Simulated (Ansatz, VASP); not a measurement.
**BN: VASP beside Ansatz**

```
B N
1.0
     0.00000    1.78999    1.78999
     1.78999    0.00000    1.78999
     1.78999    1.78999    0.00000
B N
1 1
Direct
  0.00000 0.00000 0.00000
  0.25000 0.25000 0.25000
```

Alike in both runs: functional LDA; k mesh 12 × 12 × 12; occupations gaussian, width 0.02 eV; no spin polarisation.

Ansatz relaxed the structure, and its values are those at the end. VASP's run is a single point on that final structure, the one shown.

```csv
,VASP,Ansatz
version,VASP 6.6.1,Ansatz 0.2.0
potentials or method,"VASP PAW LDA potentials, release 64 (B_h, N_h), cutoff 1330 eV","scalar-relativistic, plane waves, PAW"
valence electrons in the cell,8,8
```

Ansatz gave:

```
gap on the k mesh at the Fermi level (eV) : 4.39
least direct gap on the mesh (eV)         : 8.83
pressure (GPa)                            : 0.0
```

Q: What did VASP give for the same quantities?

A: gap on the k mesh at the Fermi level (eV): 4.38; least direct gap on the mesh (eV): 8.83; pressure (GPa): 0.9.

Ansatz warns that its potentials were made for another functional, while VASP's fit it. LDA's correlation is that of Perdew and Zunger in VASP and of Perdew and Wang (1992) in Ansatz.
